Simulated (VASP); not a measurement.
# Al (P6_3/mmc) in VASP: notebook, part 2 of 2

VASP 6.6.1.

## (4) Single point, PBEsol

This run uses another cell than the first one, of 17.57 Å³/atom, 1.015 times its volume.

File INCAR:

```
SYSTEM = Al
ALGO = Normal ; EDIFF = 1E-7
ENCUT = 520 ; GGA = PS
ISIF = 2 ; ISMEAR = 0
LASPH = .True. ; LCHARG = .False.
LREAL = .False. ; LWAVE = .False.
NBANDS = 10 ; NELM = 100
PREC = Accurate ; SIGMA = 0.15
```

File KPOINTS:

```
k-points
0
Gamma
  18 18 10
  0 0 0
```

File POSCAR:

```
Al
1.0
    2.8896000000      0.0000000000      0.0000000000
   -1.4448000000      2.5024670068      0.0000000000
    0.0000000000      0.0000000000      4.8609000000
Al
2
Direct
    0.6666666667      0.3333333333      0.7500000000
    0.3333333333      0.6666666667      0.2500000000
```

Potentials or basis: VASP PAW PBE potentials, release 64 (Al).

On the command line:

```sh
$ cat potpaw_PBE.64/Al/POTCAR > POTCAR
$ mpirun -np 1 vasp_std > vasp.out
```

OUTCAR:

```text
SYSTEM = Al
   EDIFF = 1E-7
   ENCUT = 520
   GGA = PS
   ISIF = 2
   ISMEAR = 0
   LASPH = .True.
   LREAL = .False.
   NELM = 100
   PREC = Accurate

 ion  position               nearest neighbor table
   1  0.667  0.333  0.750-   2 2.95   2 2.95   2 2.95   2 2.95   2 2.95   2 2.95
   2  0.333  0.667  0.250-   1 2.95   1 2.95   1 2.95   1 2.95   1 2.95   1 2.95

  LATTYP: Found a hexagonal cell.
 ALAT       =     2.8896000000
 C/A-ratio  =     1.6822051495

  Lattice vectors:

 A1 = (   2.8896000000,   0.0000000000,   0.0000000000)
 A2 = (  -1.4448000000,   2.5024670068,   0.0000000000)
 A3 = (   0.0000000000,   0.0000000000,   4.8609000000)

Analysis of symmetry for initial positions (statically):
=====================================================================
 Subroutine PRICEL returns:
 Original cell was already a primitive cell.

 Routine SETGRP: Setting up the symmetry group for a
 hexagonal supercell.

 Subroutine GETGRP returns: Found 24 space group operations
 (whereof 12 operations were pure point group operations)
 out of a pool of 24 trial point group operations.

The static configuration has the point symmetry D_3d.
 The point group associated with its full space group is D_6h.

Analysis of symmetry for dynamics (positions and initial velocities):
=====================================================================
 Subroutine PRICEL returns:
 Original cell was already a primitive cell.

 Routine SETGRP: Setting up the symmetry group for a
 hexagonal supercell.

 Subroutine GETGRP returns: Found 24 space group operations
 (whereof 12 operations were pure point group operations)
 out of a pool of 24 trial point group operations.

The dynamic configuration has the point symmetry D_3d.
 The point group associated with its full space group is D_6h.

 Subroutine INISYM returns: Found 24 space group operations
 (whereof 12 operations are pure point group operations),
 and found     1 'primitive' translations

----------------------------------------------------------------------------------------
[... 121 lines left out ...]
   IVDW    =     0    specifies the selected vdW correction
   LEPSILON=     F    determine dielectric tensor
   LRPA    =     F    only Hartree local field effects (RPA)
 non-spin polarized calculation
 Gauss-broadening in eV      SIGMA  =   0.15
  energy-cutoff  :      520.00
  volume of cell :       35.15
 maximum number of plane-waves:       969
 NGX is ok and might be reduce to    24
   NGX = 11   NGY = 11   NGZ = 19

 number of electron       6.0000000 magnetization

 Free energy of the ion-electron system (eV)
  ---------------------------------------------------
  ext. energy  EPLUGINS =         0.00000000
  ---------------------------------------------------
  free energy    TOTEN  =        -8.07809641 eV

  energy without entropy =       -8.06650238  energy(sigma->0) =       -8.07229939

 E-fermi :   7.2869     XC(G=0): -10.0298

 val. band max:        7.2822983493   @ k =   0.3333   0.2222   0.2000
 cond. band min:       7.2873533671   @ k =   0.5000   0.0000   0.1000
 fundamental gap:      0.0050550178
 Fermi energy:         7.2868502620

 k-point     1 :       0.0000    0.0000    0.0000
  band No.  band energies     occupation
      1      -3.3960      2.00000
      2       2.6617      2.00000
      3       2.8235      2.00000
      4      17.8092      0.00000
      5      17.8092      0.00000
      6      18.2785      0.00000
      7      18.2785      0.00000
      8      18.6786      0.00000
      9      19.9306      0.00000
     10      21.0886      0.00000
[... 287 lines left out ...]
 k-point    24 :       0.3889    0.1111    0.0000
  band No.  band energies     occupation
      1       1.4066      2.00000
      2       3.9132      2.00000
      3       7.3349      0.65073
      4       7.3919      0.32218
      5       9.5308      0.00000
      6       9.9526      0.00000
      7      10.6976      0.00000
      8      15.8418      0.00000
      9      16.1617      0.00000
     10      17.5599      0.00000

 [... further k-points ...]

------------------------ aborting loop because EDIFF is reached ----------------------------------------

  FORCE on cell =-STRESS in cart. coord.  units (eV):
  Direction    XX          YY          ZZ          XY          YZ          ZX
  --------------------------------------------------------------------------------------
  -------------------------------------------------------------------------------------
  Total       -1.0630863     -1.0630863     -1.0909387      0.0000000      0.0000000      0.0000000
  in kB      -48.4569800    -48.4569800    -49.7265296      0.0000000      0.0000000      0.0000000
  external PRESSURE =     -48.8801632 kB  Pullay stress =       0.0000000 kB

 VOLUME and BASIS-vectors are now :
 -----------------------------------------------------------------------------
  energy-cutoff  :      520.00
  volume of cell :       35.15
      direct lattice vectors                 reciprocal lattice vectors
     2.889600000  0.000000000  0.000000000     0.346068660  0.199802834  0.000000000
    -1.444800000  2.502467007  0.000000000     0.000000000  0.399605668  0.000000000
     0.000000000  0.000000000  4.860900000     0.000000000  0.000000000  0.205723220

 POSITION                                       TOTAL-FORCE (eV/Angst)
 -----------------------------------------------------------------------------------
      1.44480      0.83416      3.64567        -0.000000      0.000000      0.000000
     -0.00000      1.66831      1.21522         0.000000      0.000000      0.000000
 -----------------------------------------------------------------------------------
    total drift:                                0.000000     -0.000000     -0.000000

  FREE ENERGIE OF THE ION-ELECTRON SYSTEM (eV)
  ---------------------------------------------------
  free  energy   TOTEN  =        -8.0780964057 eV

  energy  without entropy=       -8.0665023756  energy(sigma->0) =       -8.07229939
```

stdout:

```text
POSCAR found type information on POSCAR Al
 POSCAR found :  1 types and       2 ions
 scaLAPACK will be used
 -----------------------------------------------------------------------------
|                                                                             |
|                                                                             |
|     You enforced a specific xc type in the INCAR file but a different       |
|     I HOPE YOU KNOW WHAT YOU ARE DOING!                                     |
|                                                                             |
 -----------------------------------------------------------------------------

 LDA part: xc-table for (Slater+PW92), standard interpolation
 POSCAR, INCAR and KPOINTS ok, starting setup
 FFT: planning ... GRIDC
 FFT: planning ... GRID_SOFT
 FFT: planning ... GRID
 WAVECAR not read
 entering main loop
```

It took 35 s on 1 thread of Intel Xeon 6975P-C, shared host; peak memory 0.19 GiB.

What came out:

```yaml
Free_energy: -8.0781 eV
Pressure: -4.9 GPa
Band_gap_on_the_k_mesh: zero (band 3 reaches 11.06 eV, above the bottom of band 4 at 4.22 eV)
```

Levels at points of the mesh, in eV from the Fermi level:
| k point | band 1 | band 2 | band 3 | band 4 | band 5 | band 6 | band 7 |
| --- | --- | --- | --- | --- | --- | --- | --- |
| (0.00, 0.00, 0.00) | -10.68 | -4.63 | -4.46 | 10.52 | 10.52 | 10.99 | 10.99 |
| (0.50, 0.00, 0.00) | -5.00 | -4.79 | 0.63 | 0.79 | 1.40 | 1.55 | 5.66 |
| (0.00, 0.00, 0.50) | -9.13 | -9.13 | 2.81 | 2.81 | 11.75 | 11.75 | 11.75 |
| (0.50, 0.00, 0.50) | -3.67 | -3.67 | -3.07 | -3.07 | 7.01 | 7.01 | 7.42 |

Caveat: the PAW data sets were made with another functional, which shifts forces and pressure a little.

## (5) Single point, PBEsol

This run uses another cell than the first one, of 17.43 Å³/atom, 1.006 times its volume.

File INCAR:

```
PREC = Accurate ; ENCUT = 520
EDIFF = 1E-7 ; ISMEAR = 0
SIGMA = 0.15 ; LREAL = False
LASPH = True ; NELM = 80
ALGO = Fast ; ISIF = 2
LWAVE = False ; LCHARG = True
GGA = PS ; LELF = True
LVHAR = True ; NBANDS = 10
```

File KPOINTS:

```
Automatic mesh
0
Gamma
  18 18 10
```

File POSCAR:

```
Al
1.0
    2.9694000000      0.0000000000      0.0000000000
   -1.4847000000      2.5715758340      0.0000000000
    0.0000000000      0.0000000000      4.5641000000
Al
2
Direct
    0.6666666667      0.3333333333      0.7500000000
    0.3333333333      0.6666666667      0.2500000000
```

On the command line:

```sh
$ cat potpaw_PBE.64/Al/POTCAR > POTCAR
$ mpirun -np 1 vasp_std > vasp.out
```

Wall time 52 s (1 thread of Intel Xeon 6975P-C, shared host); peak memory 0.19 GiB.

It converged, with:

```yaml
Free_energy: -8.0710 eV
Pressure: -4.1 GPa
Band_gap_on_the_k_mesh: zero (band 3 reaches 12.29 eV, above the bottom of band 4 at 4.15 eV)
```

Stress tensor (GPa, compression positive):
```
-5.34  0.00  0.00
 0.00 -5.34  0.00
 0.00  0.00 -1.72
```

Levels at points of the mesh, in eV from the Fermi level:
```tsv
k point	band 1	band 2	band 3	band 4	band 5	band 6	band 7	band 8
(0.00, 0.00, 0.00)	-10.74	-4.02	-3.55	9.18	9.18	9.94	9.94	12.20
(0.50, 0.00, 0.00)	-5.43	-5.07	0.68	1.62	1.70	2.07	4.67	6.43
(0.00, 0.00, 0.50)	-8.97	-8.97	4.48	4.48	10.63	10.63	10.63	10.63
(0.50, 0.00, 0.50)	-3.84	-3.84	-3.22	-3.22	6.21	6.21	7.39	7.39
```

Caveat: the PAW data sets were made with another functional, which shifts forces and pressure a little.

## (6) Overview

| cell | gap on the mesh (eV) | pressure (GPa) |
| --- | --- | --- |
| a = 3.009, b = 3.009, c = 4.416 Å, angles 90.0, 90.0, 120.0°, 2 atoms | none | -3.1 |
| a = 2.850, b = 2.850, c = 4.935 Å, angles 90.0, 90.0, 120.0°, 2 atoms | none | -4.0 |
| a = 2.890, b = 2.890, c = 4.861 Å, angles 90.0, 90.0, 120.0°, 2 atoms | none | -4.9 |
| a = 2.969, b = 2.969, c = 4.564 Å, angles 90.0, 90.0, 120.0°, 2 atoms | none | -4.1 |

Alike in all rows: task single point; level PBEsol; potentials or basis VASP PAW PBE potentials, release 64 (Al); no spin polarisation; k mesh 18 × 18 × 10; cutoff (eV) 520; smearing gaussian 0.15 eV.

Caveats: the PAW data sets were made with another functional, which shifts forces and pressure a little.

Total energies depend on the potentials used, so only differences within one code and one set of settings carry meaning.
